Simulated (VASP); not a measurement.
Set up this calculation in VASP 6.6.1, as the native input.

```yaml
Task: single point
Functional: PBE
Potentials_or_basis: VASP PAW PBE potentials, release 64 (C)
Cutoff: 520 eV
k_mesh: 22 × 22 × 22
Occupations: gaussian, width 0.05 eV
Spin: no spin polarisation
Dipole_correction: no
Further_INCAR_settings: ALGO = Normal; EDIFF = 1e-06; NBANDS = 11
```

The structure of C lies in POSCAR:

```
C
1.0
    0.0000000000      1.7857849565      1.7857849565
    1.7857849565      0.0000000000      1.7857849565
    1.7857849565      1.7857849565      0.0000000000
C
2
Direct
    0.0000000000      0.0000000000      0.0000000000
    0.2500000000      0.2500000000      0.2500000000
```

These files were run (other wordings do the same):

INCAR

```
  PREC = Accurate
  ENCUT = 520
  EDIFF = 1E-6
  ISMEAR = 0
  SIGMA = 0.05
  LREAL = F
  LASPH = T
  NELM = 80
  ALGO = Normal
  ISIF = 2
  LWAVE = F
  LCHARG = F
  GGA = PE
  NBANDS = 11
```

KPOINTS

```
regular mesh
0
Gamma
  22 22 22
```

Potentials or basis: VASP PAW PBE potentials, release 64 (C).

Run with:

```sh
$ cat potpaw_PBE.64/C/POTCAR > POTCAR
$ mpirun -np 1 vasp_std > vasp.out
```

It gave:

The pressure is 0.7 GPa and the band gap on the k mesh is 4.12 eV, indirect (least direct gap 5.58 eV).

Run time: 31 s on 1 thread of Intel Xeon 6975P-C (shared host), peak memory 0.14 GiB.
